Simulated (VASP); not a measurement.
Write the native input for VASP 6.6.1 that does the following.

| Property | Result |
| --- | --- |
| Task | single point |
| Functional | PBE |
| Potentials or basis | VASP PAW PBE potentials, release 64 (Mo_sv) |
| Cutoff | 400 eV |
| k mesh | 1 × 1 × 1 |
| Occupations | methfessel-paxton, width 0.1 eV |
| Spin | no spin polarisation |
| Dipole correction | no |
| Further INCAR settings | LREAL = Auto; ALGO = Normal; EDIFF = 1e-06; NBANDS = 238 |

The structure of Mo (a cell with a defect) lies in POSCAR:

```
Mo
1.0
    0.0000000000      6.3226243300      6.3226243300
    6.3226243300      0.0000000000      6.3226243300
    6.3226243300      6.3226243300      0.0000000000
Mo
31
Direct
   -0.0017480083     -0.0016921771     -0.0017785336
    0.1264709017      0.1259328340      0.1270189336
    0.2514641733      0.2517400081      0.2515049791
    0.4682535045      0.4671182164      0.4685427831
    0.0011841602      0.0005845674      0.5032850022
    0.1256986749      0.1262629975      0.6224186816
    0.2468053483      0.2465630439      0.7525560988
    0.3762183036      0.3766723872      0.8681694046
    0.0002596232      0.5028121764      0.0011214489
    0.1265559929      0.6222395630      0.1265901560
    0.2462824642      0.7510948385      0.2468886998
    0.3769978059      0.8681187136      0.3770153619
    0.0070358442      0.4966085024      0.4975130319
    0.1188346738      0.6257453857      0.6255065608
    0.2515759148      0.7488165915      0.7498133295
    0.3740285484      0.8761051916      0.8753839721
    0.5028380359      0.0001826773      0.0015743463
    0.6221672829      0.1265692786      0.1260803993
    0.7519061314      0.2461245392      0.2470421962
    0.8678873224      0.3770223210      0.3765679211
    0.4963777438      0.0071233079      0.4970213057
    0.6260157639      0.1187158150      0.6260975338
    0.7487551455      0.2515059281      0.7494316051
    0.8759826950      0.3742026058      0.8758588540
    0.4973068675      0.4970169562      0.0073951096
    0.6251053034      0.6255000762      0.1188536533
    0.7495462727      0.7492476625      0.2519979706
    0.8752430496      0.8757673572      0.3743020108
    0.6235081818      0.6231588015      0.6240429281
    0.7515633148      0.7516338552      0.7516007993
    0.8766394634      0.8761564361      0.8772041024
```

One way to write it, as run:

INCAR

```
  ALGO = Normal
  EDIFF = 1E-6
  ENCUT = 400
  GGA = PE
  GGA_COMPAT = F
  ISIF = 2
  ISMEAR = 1
  LASPH = T
  LCHARG = T
  LELF = T
  LREAL = Auto
  LVHAR = T
  LWAVE = F
  NBANDS = 238
  NELM = 120
  PREC = Accurate
  SIGMA = 0.1
```

KPOINTS

```
k-points
0
Gamma
  1 1 1
```

Potentials or basis: VASP PAW PBE potentials, release 64 (Mo_sv).

Run with:

```sh
$ cat potpaw_PBE.64/Mo_sv/POTCAR > POTCAR
$ mpirun -np 1 vasp_gam > vasp.out
```

It gave:

| Quantity | Value |
| --- | --- |
| Pressure | -12.8 GPa |
| Largest force | 4.576 eV/Å |

Caveat: the k points lie up to 0.86 Å⁻¹ apart.

It took 7.8 min on 1 thread of Intel Xeon 8259CL, on a shared host, peak memory 0.47 GiB.
